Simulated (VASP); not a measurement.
Wanted: the native input for a VASP 6.6.1 run.

```
Task                   : single point
Functional             : PBE
Potentials or basis    : VASP PAW PBE potentials, release 64 (Hf_pv)
Cutoff                 : 520 eV
k mesh                 : 8 × 8 × 5
Occupations            : fermi-dirac, width 0.05 eV
Spin                   : no spin polarisation
Dipole correction      : no
Further INCAR settings : ALGO = Normal; EDIFF = 1e-07; NBANDS = 17
```

The structure of Hf lies in POSCAR:

```
Hf
1.0
    3.1967000000      0.0000000000      0.0000000000
   -1.5983500000      2.7684234083      0.0000000000
    0.0000000000      0.0000000000      5.0578000000
Hf
2
Direct
    0.6666666667      0.3333333333      0.7500000000
    0.3333333333      0.6666666667      0.2500000000
```

The input as run:

INCAR

```
SYSTEM = Hf
PREC = Accurate
ENCUT = 520
EDIFF = 1E-7
ISMEAR = -1
SIGMA = 0.05
LREAL = .FALSE.
LASPH = .TRUE.
NELM = 60
ALGO = Normal
ISIF = 2
LWAVE = .FALSE.
LCHARG = .FALSE.
GGA = PE
NBANDS = 17
```

KPOINTS

```
Automatic mesh
0
G
  8 8 5
  0 0 0
```

Potentials or basis: VASP PAW PBE potentials, release 64 (Hf_pv).

Launch:

```console
$ cat potpaw_PBE.64/Hf_pv/POTCAR > POTCAR
$ mpirun -np 1 vasp_std > vasp.out
```

It gave:

* Pressure: 0.4 GPa
* Band gap on the k mesh: zero (band 10 reaches 6.10 eV, above the bottom of band 11 at 4.66 eV)

Caveat: spin-orbit coupling is left out, which moves the levels of the heavy elements.

It took 28 s on 1 thread of AMD EPYC 7R43 64-Core Processor (Zen 3) (shared host), peak memory 0.12 GiB.
